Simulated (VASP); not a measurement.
# Rh (Fm-3m) in VASP: notebook

Rh is run at these levels: PBE; tasks: single point.

Program: VASP 6.6.1. These are calculated values, not measurements. Logs are shortened: lines on timing, memory, paths and dates and some standing lists are left out, and cuts for length are marked.

### Step 1. The cell of the first run

It takes space group Fm-3m (No. 225, cubic). Conventional cell: a = 3.796 Å, b = 3.796 Å, c = 3.796 Å, α = 90.00°, β = 90.00°, γ = 90.00°. Rh (site symmetry m-3m) has 12 Rh at 2.68 Å within 3.5 Å.

### Step 2. Single point, PBE

Contents of INCAR:

```
PREC = Accurate
ENCUT = 520
EDIFF = 1E-7
ISMEAR = 0
SIGMA = 0.014
LREAL = F
LASPH = T
NELM = 60
ALGO = Normal
ISIF = 2
LWAVE = F
LCHARG = F
GGA = PE
NBANDS = 14
```

Contents of KPOINTS:

```
regular mesh
0
Gamma
  12 12 12
```

Contents of POSCAR:

```
Rh
1.0
    0.0000000000      1.8978500000      1.8978500000
    1.8978500000      0.0000000000      1.8978500000
    1.8978500000      1.8978500000      0.0000000000
Rh
1
Direct
    0.0000000000      0.0000000000      0.0000000000
```

Potentials or basis: VASP PAW PBE potentials, release 64 (Rh_pv).

The run is started by

```sh
cat potpaw_PBE.64/Rh_pv/POTCAR > POTCAR
mpirun -np 1 vasp_std > vasp.out
```

OUTCAR:

```text
PREC = Accurate
   ENCUT = 520
   EDIFF = 1E-7
   ISMEAR = 0
   LREAL = F
   LASPH = T
   NELM = 60
   ISIF = 2
   GGA = PE

 ion  position               nearest neighbor table
   1  0.000  0.000  0.000-

  LATTYP: Found a face centered cubic cell.
 ALAT       =     3.7957000000

  Lattice vectors:

 A1 = (   0.0000000000,   1.8978500000,   1.8978500000)
 A2 = (   1.8978500000,   0.0000000000,   1.8978500000)
 A3 = (   1.8978500000,   1.8978500000,   0.0000000000)

Analysis of symmetry for initial positions (statically):
[... 33 lines left out ...]
                                     Primitive cell

  volume of cell :      13.6715

  direct lattice vectors                    reciprocal lattice vectors
     0.000000000  1.897850000  1.897850000    -0.263456016  0.263456016  0.263456016
     1.897850000  0.000000000  1.897850000     0.263456016 -0.263456016  0.263456016
     1.897850000  1.897850000  0.000000000     0.263456016  0.263456016 -0.263456016

  length of vectors
     2.683965209  2.683965209  2.683965209     0.456319205  0.456319205  0.456319205

  position of ions in fractional coordinates (direct lattice)
     0.000000000  0.000000000  0.000000000

  ion indices of the primitive-cell ions
   primitive index   ion index
                 1           1

----------------------------------------------------------------------------------------

 KPOINTS: regular mesh

Automatic generation of k-mesh.
 Grid dimensions read from file:
 generate k-points for:   12   12   12

 Generating k-lattice:

  Cartesian coordinates                     Fractional coordinates (reciprocal lattice)
    -0.021954668  0.021954668  0.021954668     0.083333333  0.000000000  0.000000000
     0.021954668 -0.021954668  0.021954668     0.000000000  0.083333333  0.000000000
     0.021954668  0.021954668 -0.021954668     0.000000000  0.000000000  0.083333333

  Length of vectors
     0.038026600  0.038026600  0.038026600

  Shift w.r.t. Gamma in fractional coordinates (k-lattice)
     0.000000000  0.000000000  0.000000000

 Subroutine IBZKPT returns following result:
 ===========================================

 Found     72 irreducible k-points:

 Following reciprocal coordinates:
            Coordinates               Weight
  0.000000  0.000000  0.000000      1.000000
  0.083333  0.000000  0.000000      8.000000
  0.166667  0.000000  0.000000      8.000000
  0.250000  0.000000  0.000000      8.000000
  0.333333  0.000000  0.000000      8.000000
  0.416667  0.000000  0.000000      8.000000
[... 16 lines left out ...]
  0.500000  0.166667  0.000000     24.000000
 -0.416667  0.166667  0.000000     24.000000
 [... further k-points ...]
   k-points           NKPTS =     72   k-points in BZ     NKDIM =     72   number of bands    NBANDS=     14
   number of dos      NEDOS =    301   number of ions     NIONS =      1
   total plane-waves  NPLWV =   8000
   dimension x,y,z NGX =    20 NGY =   20 NGZ =   20
   dimension x,y,z NGXF=    40 NGYF=   40 NGZF=   40
   ions per type =               1
   NGX,Y,Z   is equivalent  to a cutoff of  12.39, 12.39, 12.39 a.u.
   NGXF,Y,Z  is equivalent  to a cutoff of  24.78, 24.78, 24.78 a.u.
 SYSTEM =  unknown system
   PREC   = accura    normal or accurate (medium, high low for compatibility)
   ISTART =      0    job   : 0-new  1-cont  2-samecut
   ICHARG =      2    charge: 1-file 2-atom 10-const
   ISPIN  =      1    spin polarized calculation?
   LNONCOLLINEAR =      F non collinear calculations
   LSORBIT =      F    spin-orbit coupling
   LASPH  =      T    aspherical Exc in radial PAW
   ENCUT  =  520.0 eV  38.22 Ry    6.18 a.u.   4.99  4.99  4.99*2*pi/ulx,y,z
   NELM   =     60;   NELMIN=  2; NELMDL= -5     # of ELM steps
   EDIFF  = 0.1E-06   stopping-criterion for ELM
   LREAL  =      F    real-space projection
   EDIFFG = 0.1E-05   stopping-criterion for IOM
   NSW    =      0    number of steps for IOM
   IBRION =     -1    ionic relax: 0-MD 1-quasi-New 2-CG
   NFREE  =      0    steps in history (QN), initial steepest desc. (CG)
   ISIF   =      2    stress and relaxation
   ISYM   =      2    0-nonsym 1-usesym 2-fastsym
   POTIM  = 0.5000    time-step for ionic-motion
   TEBEG  =    0.0;   TEEND  =   0.0 temperature during run
   PSTRESS=    0.0 pullay stress
   NELECT =      15.0000    total number of electrons
   NUPDOWN=      -1.0000    fix difference up-down
   EMIN   =  10.00;   EMAX   =-10.00  energy-range for DOS
   EFERMI =   0.00;   METHOD = LEGACY
   ISMEAR =     0;   SIGMA  =   0.01  broadening in eV -4-tet -1-fermi 0-gaus
   EFERMI_NEDOS =   21; number of points for ismear=-14 and -15
   IALGO  =     38    algorithm
   IMIX   =      4    mixing-type and parameters
     AMIX     =   0.40;   BMIX     =  1.00
     AMIX_MAG =   1.60;   BMIX_MAG =  1.00
  volume/ion in A,a.u.               =      13.67        92.26
  Fermi-wavevector in a.u.,A,eV,Ry     =   1.688496  3.190795 38.790465  2.851019
  Thomas-Fermi vector in A             =   2.770792
   LORBIT       =      0    0 simple, 1 ext, 2 COOP (PROOUT), +10 PAW based schemes
   GGA     = PE    functional components
   LHFCALC =     F    Hartree Fock is set to
   AEXX    =    0.0000 exact exchange contribution
   IVDW    =     0    specifies the selected vdW correction
   LEPSILON=     F    determine dielectric tensor
   LRPA    =     F    only Hartree local field effects (RPA)
 non-spin polarized calculation
 Gauss-broadening in eV      SIGMA  =   0.01
  energy-cutoff  :      520.00
  volume of cell :       13.67
 maximum number of plane-waves:       380
   NGX =  9   NGY =  9   NGZ =  9

 number of electron      15.0000007 magnetization

 Free energy of the ion-electron system (eV)
  ---------------------------------------------------
  ext. energy  EPLUGINS =         0.00000000
  ---------------------------------------------------
  free energy    TOTEN  =        -7.25242142 eV

  energy without entropy =       -7.25220195  energy(sigma->0) =       -7.25231168

 E-fermi :  12.0627     XC(G=0): -14.0712

 val. band max:       12.0446720781   @ k =   0.3333   0.1667   0.0000
 cond. band min:      12.0713106370   @ k =   0.5000   0.4167   0.0000
 fundamental gap:      0.0266385589
 Fermi energy:        12.0626725526

 k-point     1 :       0.0000    0.0000    0.0000
  band No.  band energies     occupation
      1     -34.4034      2.00000
      2     -34.4034      2.00000
      3     -34.4034      2.00000
      4       4.0068      2.00000
      5       8.8903      2.00000
      6       8.8903      2.00000
      7       8.8903      2.00000
      8      10.9925      2.00000
      9      10.9925      2.00000
     10      28.0010      0.00000
     11      32.4794      0.00000
     12      33.4935      0.00000
     13      33.4935      0.00000
     14      33.4935      0.00000

 k-point     2 :       0.0833    0.0000    0.0000
  band No.  band energies     occupation
      1     -34.4551      2.00000
      2     -34.4104      2.00000
      3     -34.4104      2.00000
      4       4.2852      2.00000
      5       8.7709      2.00000
      6       8.9968      2.00000
      7       8.9968      2.00000
      8      10.9352      2.00000
      9      10.9352      2.00000
     10      28.3993      0.00000
     11      32.0997      0.00000
     12      32.4825      0.00000
     13      33.9026      0.00000
     14      33.9026      0.00000

 k-point     3 :       0.1667    0.0000    0.0000
  band No.  band energies     occupation
      1     -34.5949      2.00000
      2     -34.4293      2.00000
      3     -34.4293      2.00000
      4       5.0244      2.00000
      5       8.5597      2.00000
      6       9.2124      2.00000
      7       9.2124      2.00000
      8      10.8869      2.00000
      9      10.8869      2.00000
     10      29.2285      0.00000
     11      29.7516      0.00000
     12      32.4797      0.00000
     13      35.0377      0.00000
     14      35.0377      0.00000

 k-point     4 :       0.2500    0.0000    0.0000
  band No.  band energies     occupation
      1     -34.7828      2.00000
      2     -34.4552      2.00000
      3     -34.4552      2.00000
      4       5.7978      2.00000
      5       8.7715      2.00000
      6       9.2534      2.00000
      7       9.2534      2.00000
      8      11.1564      2.00000
      9      11.1564      2.00000
     10      27.1535      0.00000
     11      29.5979      0.00000
     12      32.4797      0.00000
     13      36.5005      0.00000
     14      36.5005      0.00000

 k-point     5 :       0.3333    0.0000    0.0000
  band No.  band energies     occupation
      1     -34.9674      2.00000
      2     -34.4809      2.00000
      3     -34.4809      2.00000
      4       6.0060      2.00000
      5       9.0737      2.00000
      6       9.0737      2.00000
      7      10.0091      2.00000
      8      11.7541      2.00000
      9      11.7541      2.00000
     10      24.4842      0.00000
     11      28.7250      0.00000
[... 276 lines left out ...]
 k-point    22 :       0.4167    0.1667    0.0000
  band No.  band energies     occupation
      1     -34.9947      2.00000
      2     -34.5777      2.00000
      3     -34.5489      2.00000
      4       6.5542      2.00000
      5       8.2727      2.00000
      6       9.0458      2.00000
      7       9.7718      2.00000
      8      12.5083      0.00000
      9      13.6338      0.00000
     10      23.8125      0.00000
     11      29.1485      0.00000
     12      31.3548      0.00000
     13      32.4736      0.00000
     14      33.1425      0.00000

 k-point    23 :       0.5000    0.1667    0.0000
  band No.  band energies     occupation
      1     -35.0737      2.00000
      2     -34.6175      2.00000
      3     -34.5495      2.00000
      4       6.5041      2.00000
      5       8.2086      2.00000
      6       9.5801      2.00000
      7       9.6814      2.00000
      8      12.6246      0.00000
      9      15.5701      0.00000
     10      21.2077      0.00000
     11      28.4032      0.00000
     12      31.5189      0.00000
     13      31.8625      0.00000
     14      32.4856      0.00000

 k-point    24 :      -0.4167    0.1667    0.0000
  band No.  band energies     occupation
      1     -35.0802      2.00000
      2     -34.6422      2.00000
      3     -34.5342      2.00000
      4       6.5719      2.00000
      5       8.2224      2.00000
      6       9.4888      2.00000
      7       9.9237      2.00000
      8      12.2530      0.00000
      9      16.1454      0.00000
     10      20.7945      0.00000
     11      28.0745      0.00000
     12      30.9579      0.00000
     13      32.4819      0.00000
     14      32.6427      0.00000

 [... further k-points ...]
[... 5 lines left out ...]
  --------------------------------------------------------------------------------------
  -------------------------------------------------------------------------------------
  Total        0.6195609      0.6195609      0.6195609      0.0000000     -0.0000000     -0.0000000
  in kB       72.6070733     72.6070733     72.6070733      0.0000000     -0.0000000     -0.0000000
  external PRESSURE =      72.6070733 kB  Pullay stress =       0.0000000 kB

 VOLUME and BASIS-vectors are now :
 -----------------------------------------------------------------------------
  energy-cutoff  :      520.00
  volume of cell :       13.67
      direct lattice vectors                 reciprocal lattice vectors
     0.000000000  1.897850000  1.897850000    -0.263456016  0.263456016  0.263456016
     1.897850000  0.000000000  1.897850000     0.263456016 -0.263456016  0.263456016
     1.897850000  1.897850000  0.000000000     0.263456016  0.263456016 -0.263456016

 POSITION                                       TOTAL-FORCE (eV/Angst)
 -----------------------------------------------------------------------------------
      0.00000      0.00000      0.00000        -0.000000      0.000000      0.000000
 -----------------------------------------------------------------------------------
    total drift:                                0.000000     -0.000000      0.000000

  FREE ENERGIE OF THE ION-ELECTRON SYSTEM (eV)
  ---------------------------------------------------
  free  energy   TOTEN  =        -7.2524214195 eV

  energy  without entropy=       -7.2522019485  energy(sigma->0) =       -7.25231168
```

Run time: 15 s. Hardware: 1 thread of Intel Xeon 8259CL, shared host; peak memory 0.13 GiB.

What came out:

```
Free energy : -7.2524 eV
Pressure    : 7.3 GPa
```

### Step 3. Single point, PBE

Contents of INCAR:

```
  PREC = Accurate
  ENCUT = 520
  EDIFF = 1E-7
  ISMEAR = 0
  SIGMA = 0.1
  LREAL = F
  LASPH = T
  NELM = 100
  ALGO = Fast
  ISIF = 2
  LWAVE = F
  LCHARG = T
  GGA = PE
  LELF = T
  LVHAR = T
  NBANDS = 14
```

Contents of KPOINTS:

```
Automatic mesh
0
Gamma
  12 12 12
```

POSCAR is that of step 2.

Potentials or basis: VASP PAW PBE potentials, release 64 (Rh_pv).

The run is started by

```sh
cat potpaw_PBE.64/Rh_pv/POTCAR > POTCAR
mpirun -np 1 vasp_std > vasp.out
```

Run time: 15 s. Hardware: 1 thread of Intel Xeon 8259CL, shared host; peak memory 0.13 GiB.

Results (log left out):

| Item | Value |
| --- | --- |
| Free energy | -7.2554 eV |
| Pressure | 7.3 GPa |

Levels at points of the mesh, in eV from the Fermi level:
| k point | band 5 | band 6 | band 7 | band 8 | band 9 | band 10 |
| --- | --- | --- | --- | --- | --- | --- |
| (0.00, 0.00, 0.00) | -3.13 | -3.13 | -3.13 | -1.03 | -1.03 | 15.98 |
| (0.50, 0.00, 0.00) | -3.21 | -3.21 | 0.54 | 0.54 | 0.71 | 8.68 |
| (0.50, 0.50, 0.00) | -6.02 | 0.51 | 0.97 | 0.97 | 3.26 | 12.32 |
